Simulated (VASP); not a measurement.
# Sn4O7 (a cell with a defect) in VASP: a series of runs, part 2 of 2

VASP 6.6.1. The steps go on from the part before.

## 4. Single point, PBE+D3(BJ)

INCAR

```
SYSTEM = Sn4O7
PREC = Accurate
ENCUT = 520
EDIFF = 1E-6
ISMEAR = 0
SIGMA = 0.05
LREAL = .FALSE.
LASPH = .TRUE.
NELM = 60
ALGO = Fast
ISIF = 2
LWAVE = .FALSE.
LCHARG = .FALSE.
GGA = PE
IVDW = 12
NBANDS = 60
NELECT = 96.0
```

KPOINTS

```
Automatic mesh
0
G
  6 6 6
  0 0 0
```

POSCAR

```
Sn4O7
1.0
    3.2375465924      1.8691983966      4.2928880043
   -3.2375465924      1.8691983966      4.2928880043
    0.0000000000     -3.7383967932      4.2928880043
Sn O
4 7
Direct
    0.8647861010      0.8647861010      0.8647861010
    0.3647882246      0.3647882246      0.8647861258
    0.3647882246      0.8647861258      0.3647882246
    0.8647861258      0.3647882246      0.3647882246
    0.6211712003      0.1211725069      0.6211712003
    0.6211712003      0.6211712003      0.1211725069
    0.6084038764      0.6084038764      0.6084038764
    0.1211729409      0.1211729409      0.1211729409
    0.1771576051      0.1437453497      0.6771604187
    0.1084008301      0.6084039388      0.1084008301
    0.6084039388      0.1084008301      0.1084008301
```

Potentials or basis: VASP PAW PBE potentials, release 64 (Sn_d, O).

Launch:

```sh
$ cat potpaw_PBE.64/Sn_d/POTCAR potpaw_PBE.64/O/POTCAR > POTCAR
$ mpirun -np 1 vasp_std > vasp.out
```

OUTCAR:

```text
SYSTEM = Sn4O7
   PREC = Accurate
   ENCUT = 520
   EDIFF = 1E-6
   ISMEAR = 0
   LREAL = .FALSE.
   LASPH = .TRUE.
   NELM = 60
   ISIF = 2
   GGA = PE
   IVDW = 12
   NELECT = 96.0
 IVDW          = 12

 ion  position               nearest neighbor table
   1  0.865  0.865  0.865-  10 2.12  11 2.12   6 2.12   5 2.12   9 2.51   4 3.24   3 3.24   4 3.24
                             3 3.24   2 3.24   2 3.24
   2  0.365  0.365  0.865-   5 2.12   7 2.12   8 2.12  10 2.12  11 2.12   9 2.56   3 3.24   4 3.24
                             1 3.24   1 3.24   4 3.24   3 3.24
   3  0.365  0.865  0.365-   6 2.12   7 2.12   8 2.12  11 2.12   9 2.51   2 3.24   4 3.24   1 3.24
                             1 3.24   2 3.24   4 3.24
   4  0.865  0.365  0.365-   5 2.12   6 2.12   7 2.12   8 2.12  10 2.12   9 2.64   2 3.24   3 3.24
                             1 3.24   1 3.24   2 3.24   3 3.24
   5  0.621  0.121  0.621-   4 2.12   2 2.12   1 2.12
   6  0.621  0.621  0.121-   3 2.12   4 2.12   1 2.12
   7  0.608  0.608  0.608-   2 2.12   3 2.12   4 2.12
   8  0.121  0.121  0.121-   2 2.12   3 2.12   4 2.12
   9  0.177  0.144  0.677-   1 2.51   3 2.51   2 2.56   4 2.64
  10  0.108  0.608  0.108-   1 2.12   4 2.12   2 2.12
[... 1727 lines left out ...]

------------------------ aborting loop because EDIFF is reached ----------------------------------------

 Edisp (eV)   -2.21467

 E8    (eV) :    -0.8965

  FORCE on cell =-STRESS in cart. coord.  units (eV):
  Direction    XX          YY          ZZ          XY          YZ          ZX
  --------------------------------------------------------------------------------------
  -------------------------------------------------------------------------------------
  Total     -20.41689   -20.82331   -35.22264    -0.35197     0.54937    -0.95153
  in kB    -209.85916  -214.03661  -362.04310    -3.61778     5.64677    -9.78049
  external pressure =     -261.98 kB  Pullay stress =        0.00 kB

 VOLUME and BASIS-vectors are now :
 -----------------------------------------------------------------------------
  energy-cutoff  :      520.00
  volume of cell :      155.87
      direct lattice vectors                 reciprocal lattice vectors
     3.237546592  1.869198397  4.292888004     0.154437932  0.089164782  0.077647806
    -3.237546592  1.869198397  4.292888004    -0.154437932  0.089164782  0.077647806
     0.000000000 -3.738396793  4.292888004     0.000000000 -0.178329563  0.077647806

 POSITION                                       TOTAL-FORCE (eV/Angst)
 -----------------------------------------------------------------------------------
      0.00000      0.00000     11.13729        -1.962154     -1.061181      1.830215
      0.00000     -1.86919      6.84442         1.938011     -1.118911      1.088908
     -1.61877      0.93460      6.84442        -0.062068      2.229866      1.830215
      1.61877      0.93460      6.84442        -0.000811      0.000468     -0.525516
      1.61877     -0.93460      5.85342         1.390046      0.792120      0.458742
      0.00000      1.86919      5.85342         0.144035     -0.083159     -0.073537
      0.00000      0.00000      7.83543        -0.872632     -0.653946     -0.477293
      0.00000      0.00000      1.56055         0.009027     -1.599875      0.458742
      0.10817     -1.93166      4.28457        -0.696975      0.402399     -3.797664
     -1.61878      0.93461      3.54252         0.130018      1.082695     -0.477293
      1.61878      0.93461      3.54252        -0.016497      0.009525     -0.315518
 -----------------------------------------------------------------------------------
    total drift:                                0.024597      0.042858      0.000932

  FREE ENERGIE OF THE ION-ELECTRON SYSTEM (eV)
  ---------------------------------------------------
  free  energy   TOTEN  =       -75.4744409631 eV

  energy  without entropy=      -75.4699488116  energy(sigma->0) =      -75.47219489
```

stdout:

```text
POSCAR found type information on POSCAR SnO
 POSCAR found :  2 types and      11 ions
 scaLAPACK will be used
 LDA part: xc-table for (Slater+PW92), standard interpolation
 POSCAR, INCAR and KPOINTS ok, starting setup
 FFT: planning ... GRIDC
 FFT: planning ... GRID_SOFT
 FFT: planning ... GRID
 WAVECAR not read
 entering main loop
 the old and the new charge density differ
 old charge density:    98.00000 new   96.00000
    0.186E+01
WARNING in EDDRMM: call to ZHEGV failed, returncode =   6  3     57
WARNING in EDDRMM: call to ZHEGV failed, returncode =   8  4     55
WARNING in EDDRMM: call to ZHEGV failed, returncode =   8  4     54
WARNING in EDDRMM: call to ZHEGV failed, returncode =   6  3     55
WARNING in EDDRMM: call to ZHEGV failed, returncode =   6  3     52
```

Wall time 21 min (1 thread of Oxide Virtual Turin-like, shared host); peak memory 0.53 GiB.

Results:

```yaml
Free_energy: -75.4744 eV
Largest_force: 3.882 eV/Å
Dispersion_energy_per_atom: -0.201 eV
```

Forces on the atoms (eV/Å):
```
Sn  -1.962 -1.061  1.830
Sn   1.938 -1.119  1.089
Sn  -0.062  2.230  1.830
Sn  -0.001  0.000 -0.526
O    1.390  0.792  0.459
O    0.144 -0.083 -0.074
O   -0.873 -0.654 -0.477
O    0.009 -1.600  0.459
O   -0.697  0.402 -3.798
O    0.130  1.083 -0.477
O   -0.016  0.010 -0.316
```

Levels at points of the mesh, in eV from the Fermi level:
```csv
k point,band 44,band 45,band 46,band 47,band 48,band 49,band 50,band 51,band 52,band 53
"(0.00, 0.00, 0.00)",-0.92,-0.81,-0.57,-0.22,0.00,0.04,2.78,2.85,3.36,4.77
"(0.50, 0.00, 0.00)",-0.99,-0.87,-0.73,-0.15,-0.05,0.24,2.06,3.33,3.61,5.69
"(0.00, 0.50, 0.00)",-0.88,-0.50,-0.42,-0.20,0.01,0.28,1.72,2.89,3.59,5.39
"(0.50, 0.50, 0.00)",-1.49,-0.75,-0.61,-0.46,-0.09,0.88,1.97,2.89,3.81,5.72
"(0.50, 0.00, 0.50)",-1.46,-1.10,-0.94,-0.48,-0.28,0.63,2.44,3.02,3.96,5.79
"(0.50, 0.50, 0.50)",-1.45,-1.38,-1.29,-0.77,-0.40,0.90,2.88,3.00,3.68,4.85
```

Caveat: the cell carries a net charge on a neutralising background, which shifts energy and pressure; the cell differs from its parent crystal (atoms taken out, atom 9 moved -0.167 of the way to it and +0.600 Å across, host rigid); the cell is charged against a uniform background, so pressure and absolute levels hang on convention; spin-orbit coupling is left out, which moves the levels of the heavy elements.
